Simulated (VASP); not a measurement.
Crystal: BaO.

```
CELL_PARAMETERS angstrom
0.00000 2.74519 2.74519
2.74519 0.00000 2.74519
2.74519 2.74519 0.00000
ATOMIC_POSITIONS crystal
Ba 0.00000 0.00000 0.00000
O 0.50000 0.50000 0.50000
```

Base run:

| Quantity | Value |
| --- | --- |
| Program | VASP 6.6.1 |
| Functional | r2SCAN |
| Potentials or basis | VASP PAW PBE potentials, release 64 (Ba_sv, O) |
| Cutoff | 660 eV |
| k mesh | 8 × 8 × 8 |
| Occupations | fermi-dirac, width 0.05 eV |
| Spin | no spin polarisation |

Its results: band gap on the k mesh 2.21 eV, direct; pressure 4.1 GPa.

**Question.** The run is repeated on the same cell with these changes: functional from r2SCAN to PBEsol; cutoff from 660 eV to 600 eV. What comes out?

**Answer.** Band gap on the k mesh 1.77 eV, direct; pressure 1.8 GPa.

r2SCAN gives the wider gap, since meta-GGAs in the generalised Kohn-Sham scheme recover part of the derivative discontinuity.

Caveats: the PAW data sets were made with another functional, which shifts forces and pressure a little; spin-orbit coupling is left out, which moves the levels of the heavy elements.

A k mesh can miss the band edges.
